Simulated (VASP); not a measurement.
# In (I4/mmm) in VASP: further runs

Runs on In. Level: PBE. Tasks: electric field gradients.

All numbers are computed with VASP 6.6.1; they aren't measurements. Logs are shortened: lines on timing, memory, paths and dates and some standing lists are left out, and cuts for length are marked.

### 1 The cell of the first run

It takes space group I4/mmm (No. 139, tetragonal). Conventional cell: a = 3.274 Å, b = 3.274 Å, c = 4.981 Å, α = 90.00°, β = 90.00°, γ = 90.00°. Within 4.3 Å of In (site symmetry 4/mmm) lie 12 In at 3.27 to 3.40 Å.

### 2 Electric field gradients, PBE (volume scaled by 1.02)

INCAR reads:

```
ALGO = Normal ; EDIFF = 1E-8
ENCUT = 520 ; GGA = PE
ISIF = 2 ; ISMEAR = -1
LASPH = True ; LCHARG = False
LEFG = True ; LREAL = False
LWAVE = False ; NBANDS = 12
NELM = 80 ; PREC = Accurate
SIGMA = 0.05
```

KPOINTS reads:

```
k-points
0
Gamma
  14 14 14
```

POSCAR reads:

```
In
1.0
   -1.6369195191      1.6369195191      2.4903342523
    1.6369195191     -1.6369195191      2.4903342523
    1.6369195191      1.6369195191     -2.4903342523
In
1
Direct
    0.0000000000      0.0000000000      0.0000000000
```

Potentials or basis: VASP PAW PBE potentials, release 64 (In_d).

The run is started by

```
$ cat potpaw_PBE.64/In_d/POTCAR > POTCAR
$ mpirun -np 1 vasp_std > vasp.out
```

OUTCAR:

```text
EDIFF = 1E-8
   ENCUT = 520
   GGA = PE
   ISIF = 2
   ISMEAR = -1
   LASPH = True
   LREAL = False
   NELM = 80
   PREC = Accurate

 ion  position               nearest neighbor table
   1  0.000  0.000  0.000-

  LATTYP: Found a body centered tetragonal cell.
 ALAT       =     3.2738390382
 C/A-ratio  =     1.5213541187

  Lattice vectors:

 A1 = (  -1.6369195191,   1.6369195191,   2.4903342523)
 A2 = (   1.6369195191,  -1.6369195191,   2.4903342523)
 A3 = (   1.6369195191,   1.6369195191,  -2.4903342523)

Analysis of symmetry for initial positions (statically):
=====================================================================
 Subroutine PRICEL returns:
 Original cell was already a primitive cell.

 Routine SETGRP: Setting up the symmetry group for a
 body centered tetragonal supercell.

 Subroutine GETGRP returns: Found 16 space group operations
 (whereof 16 operations were pure point group operations)
 out of a pool of 16 trial point group operations.

The static configuration has the point symmetry D_4h.

Analysis of symmetry for dynamics (positions and initial velocities):
=====================================================================
 Subroutine PRICEL returns:
 Original cell was already a primitive cell.

 Routine SETGRP: Setting up the symmetry group for a
 body centered tetragonal supercell.

 Subroutine GETGRP returns: Found 16 space group operations
 (whereof 16 operations were pure point group operations)
 out of a pool of 16 trial point group operations.

The dynamic configuration has the point symmetry D_4h.

 Subroutine INISYM returns: Found 16 space group operations
 (whereof 16 operations are pure point group operations),
 and found     1 'primitive' translations

----------------------------------------------------------------------------------------

                                     Primitive cell

  volume of cell :      26.6915

  direct lattice vectors                    reciprocal lattice vectors
    -1.636919519  1.636919519  2.490334252     0.000000000  0.305451792  0.200776261
     1.636919519 -1.636919519  2.490334252     0.305451792  0.000000000  0.200776261
[... 118 lines left out ...]
 NGX is ok and might be reduce to    28
   NGX = 13   NGY = 13   NGZ = 13

 number of electron      13.0000002 magnetization

 Free energy of the ion-electron system (eV)
  ---------------------------------------------------
  ext. energy  EPLUGINS =         0.00000000
  ---------------------------------------------------
  free energy    TOTEN  =        -2.56063337 eV

  energy without entropy =       -2.55711346  energy(sigma->0) =       -2.55887341

 E-fermi :   7.3378     XC(G=0): -10.1587

 val. band max:        7.2918605002   @ k =   0.2857   0.1429   0.0714
 cond. band min:       7.3386159959   @ k =   0.2857   0.2143   0.0714
 fundamental gap:      0.0467554957
 Fermi energy:         7.3377600073

 k-point     1 :       0.0000    0.0000    0.0000
  band No.  band energies     occupation
      1      -7.3863      2.00000
      2      -7.2882      2.00000
      3      -7.2882      2.00000
      4      -7.2120      2.00000
      5      -7.1118      2.00000
      6      -2.1104      2.00000
      7      17.6585      0.00000
      8      17.6585      0.00000
      9      17.8193      0.00000
     10      18.8309      0.00000
     11      21.0754      0.00000
     12      21.2164      0.00000
[... 331 lines left out ...]
 k-point    24 :       0.2857    0.1429    0.0000
  band No.  band energies     occupation
      1      -7.3289      2.00000
      2      -7.3050      2.00000
      3      -7.2428      2.00000
      4      -7.1240      2.00000
      5      -7.0737      2.00000
      6       0.6784      2.00000
      7       8.3734      0.00000
      8      12.4857      0.00000
      9      15.3381      0.00000
     10      18.1188      0.00000
     11      19.9543      0.00000
     12      21.4634      0.00000

 [... further k-points ...]
[... 5 lines left out ...]
  --------------------------------------------------------------------------------------
  -------------------------------------------------------------------------------------
  Total        0.1580123      0.1580123      0.1963085      0.0000000     -0.0000000      0.0000000
  in kB        9.4848241      9.4848241     11.7835814      0.0000000     -0.0000000      0.0000000
  external PRESSURE =      10.2510765 kB  Pullay stress =       0.0000000 kB

 VOLUME and BASIS-vectors are now :
 -----------------------------------------------------------------------------
  energy-cutoff  :      520.00
  volume of cell :       26.69
      direct lattice vectors                 reciprocal lattice vectors
    -1.636919519  1.636919519  2.490334252     0.000000000  0.305451792  0.200776261
     1.636919519 -1.636919519  2.490334252     0.305451792  0.000000000  0.200776261
     1.636919519  1.636919519 -2.490334252     0.305451792  0.305451792  0.000000000

 POSITION                                       TOTAL-FORCE (eV/Angst)
 -----------------------------------------------------------------------------------
      0.00000      0.00000      0.00000         0.000000     -0.000000     -0.000000
 -----------------------------------------------------------------------------------
    total drift:                                0.000000     -0.000000     -0.000000

  FREE ENERGIE OF THE ION-ELECTRON SYSTEM (eV)
  ---------------------------------------------------
  free  energy   TOTEN  =        -2.5606333741 eV

  energy  without entropy=       -2.5571134555  energy(sigma->0) =       -2.55887341

 Electric field gradients (V/A^2)
---------------------------------------------------------------------
 ion       V_xx      V_yy      V_zz      V_xy      V_xz      V_yz
---------------------------------------------------------------------
   1     -10.431   -10.431    20.862     0.001     0.001     0.001
---------------------------------------------------------------------

 Electric field gradients after diagonalization (V/A^2)
 (convention: |V_zz| > |V_xx| > |V_yy|)
----------------------------------------------------------------------
 ion       V_xx      V_yy      V_zz     asymmetry (V_yy - V_xx)/ V_zz
----------------------------------------------------------------------
   1     -10.432   -10.430    20.862       0.000
----------------------------------------------------------------------

           NMR quadrupolar parameters

 Cq : quadrupolar parameter    Cq=e*Q*V_zz/h
 eta: asymmetry parameters     (V_yy - V_xx)/ V_zz
 Q  : nuclear electric quadrupole moment in mb (millibarn)
----------------------------------------------------------------------
 ion       Cq(MHz)       eta       Q (mb)
----------------------------------------------------------------------
   1       0.050       0.000       1.000
----------------------------------------------------------------------
```

It took 63 s on 1 thread of Intel Xeon 6975P-C, shared host; peak memory 0.21 GiB.

What came out:

* Free energy: -2.5606 eV
* Pressure: 1.0 GPa

Electric field gradients, principal values (V/Å²):
| atom | least | middle | greatest (by size) |
| --- | --- | --- | --- |
| 1 In | -10.430 | -10.432 | 20.862 |

Caveat: without QUAD_EFG the Cq values of the log hold for a quadrupole moment of 1 mb, not for the nuclei; spin-orbit coupling is left out, which moves the levels of the heavy elements.

### 3 Electric field gradients, PBE (volume scaled by 1.04)

INCAR reads:

```
ALGO     = Normal         # electronic algorithm
EDIFF    = 1E-8           # SCF threshold, eV
ENCUT    = 520            # plane-wave cutoff, eV
GGA      = PE             # functional
ISIF     = 2              # what is computed and relaxed
ISMEAR   = -1             # smearing method
LASPH    = True           # aspherical terms in the spheres
LCHARG   = False          # write CHGCAR
LEFG     = True         
LREAL    = False          # projectors in reciprocal space
LWAVE    = False          # write WAVECAR
NBANDS   = 12             # bands
NELM     = 60             # most SCF steps
PREC     = Accurate       # precision mode
SIGMA    = 0.05           # smearing width, eV
```

KPOINTS is that of step 2.

POSCAR reads:

```
In
1.0
   -1.6475491645      1.6475491645      2.5065057071
    1.6475491645     -1.6475491645      2.5065057071
    1.6475491645      1.6475491645     -2.5065057071
In
1
Direct
    0.0000000000      0.0000000000      0.0000000000
```

Potentials or basis: VASP PAW PBE potentials, release 64 (In_d).

The run is started by

```
$ cat potpaw_PBE.64/In_d/POTCAR > POTCAR
$ mpirun -np 1 vasp_std > vasp.out
```

OUTCAR:

```text
EDIFF = 1E-8
   ENCUT = 520
   GGA = PE
   ISIF = 2
   ISMEAR = -1
   LASPH = True
   LREAL = False
   NELM = 60
   PREC = Accurate

 ion  position               nearest neighbor table
   1  0.000  0.000  0.000-

  LATTYP: Found a body centered tetragonal cell.
 ALAT       =     3.2950983290
 C/A-ratio  =     1.5213541187

  Lattice vectors:

 A1 = (  -1.6475491645,   1.6475491645,   2.5065057071)
 A2 = (   1.6475491645,  -1.6475491645,   2.5065057071)
 A3 = (   1.6475491645,   1.6475491645,  -2.5065057071)

Analysis of symmetry for initial positions (statically):
=====================================================================
 Subroutine PRICEL returns:
 Original cell was already a primitive cell.

 Routine SETGRP: Setting up the symmetry group for a
[... 543 lines left out ...]
  external PRESSURE =       2.4812562 kB  Pullay stress =       0.0000000 kB

 VOLUME and BASIS-vectors are now :
 -----------------------------------------------------------------------------
  energy-cutoff  :      520.00
  volume of cell :       27.21
      direct lattice vectors                 reciprocal lattice vectors
    -1.647549164  1.647549164  2.506505707     0.000000000  0.303481080  0.199480894
     1.647549164 -1.647549164  2.506505707     0.303481080  0.000000000  0.199480894
     1.647549164  1.647549164 -2.506505707     0.303481080  0.303481080  0.000000000

 POSITION                                       TOTAL-FORCE (eV/Angst)
 -----------------------------------------------------------------------------------
      0.00000      0.00000      0.00000         0.000000      0.000000      0.000000
 -----------------------------------------------------------------------------------
    total drift:                               -0.000000     -0.000000     -0.000000

  FREE ENERGIE OF THE ION-ELECTRON SYSTEM (eV)
  ---------------------------------------------------
  free  energy   TOTEN  =        -2.5629196740 eV

  energy  without entropy=       -2.5592990058  energy(sigma->0) =       -2.56110934

 Electric field gradients (V/A^2)
---------------------------------------------------------------------
 ion       V_xx      V_yy      V_zz      V_xy      V_xz      V_yz
---------------------------------------------------------------------
   1     -10.135   -10.135    20.270     0.001     0.001     0.001
---------------------------------------------------------------------

 Electric field gradients after diagonalization (V/A^2)
 (convention: |V_zz| > |V_xx| > |V_yy|)
----------------------------------------------------------------------
 ion       V_xx      V_yy      V_zz     asymmetry (V_yy - V_xx)/ V_zz
----------------------------------------------------------------------
   1     -10.136   -10.134    20.270       0.000
----------------------------------------------------------------------

           NMR quadrupolar parameters

 Cq : quadrupolar parameter    Cq=e*Q*V_zz/h
 eta: asymmetry parameters     (V_yy - V_xx)/ V_zz
 Q  : nuclear electric quadrupole moment in mb (millibarn)
----------------------------------------------------------------------
 ion       Cq(MHz)       eta       Q (mb)
----------------------------------------------------------------------
   1       0.049       0.000       1.000
----------------------------------------------------------------------
```

Run time: 54 s. Hardware: 1 thread of Intel Xeon 6975P-C, shared host; peak memory 0.22 GiB.

What came out:

```yaml
Free_energy: -2.5629 eV
Pressure: 0.2 GPa
```

Levels at points of the mesh, in eV from the Fermi level:
```csv
k point,band 2,band 3,band 4,band 5,band 6,band 7,band 8,band 9,band 10,band 11
"(0.00, 0.00, 0.00)",-14.61,-14.61,-14.53,-14.44,-9.31,10.15,10.15,10.30,11.45,13.57
"(0.50, 0.00, 0.00)",-14.67,-14.59,-14.36,-14.33,-4.32,-3.24,7.27,8.81,10.97,11.10
"(0.50, 0.50, 0.00)",-14.75,-14.36,-14.34,-14.26,-1.88,-1.79,3.41,3.84,6.78,7.16
"(0.50, 0.50, 0.50)",-14.74,-14.35,-14.32,-14.32,-3.01,-2.56,4.58,4.58,7.92,7.98
```

Electric field gradients, principal values (V/Å²):
```tsv
atom	least	middle	greatest (by size)
1 In	-10.134	-10.136	20.270
```

Caveat: without QUAD_EFG the Cq values of the log hold for a quadrupole moment of 1 mb, not for the nuclei; spin-orbit coupling is left out, which moves the levels of the heavy elements.
